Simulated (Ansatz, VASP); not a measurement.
Two plane-wave programs on KF

```
K F
1.0
     0.00000    2.67185    2.67185
     2.67185    0.00000    2.67185
     2.67185    2.67185    0.00000
K F
1 1
Direct
  0.00000 0.00000 0.00000
  0.50000 0.50000 0.50000
```

Alike in both runs: functional r2SCAN; k mesh 9 × 9 × 9; occupations fermi-dirac, width 0.05 eV; no spin polarisation.

```csv
,VASP,Ansatz
version,VASP 6.6.1,Ansatz 0.2.0
potentials or method,"VASP PAW PBE potentials, release 64 (K_sv, F)",Ansatz PAW
plane-wave cutoff (eV),520,500
valence electrons in the cell,16,16
task,single point,band structure
```

|  | VASP | Ansatz | Ansatz less VASP |
| --- | --- | --- | --- |
| gap on the k mesh at the Fermi level (eV) | 6.83 | 6.83 | +0.001 |
| least direct gap on the mesh (eV) | 6.83 | 6.83 | +0.001 |
| pressure (GPa) | -0.5 | -0.5 | +0.05 |

VASP's potentials were made for PBE, not for r2SCAN.
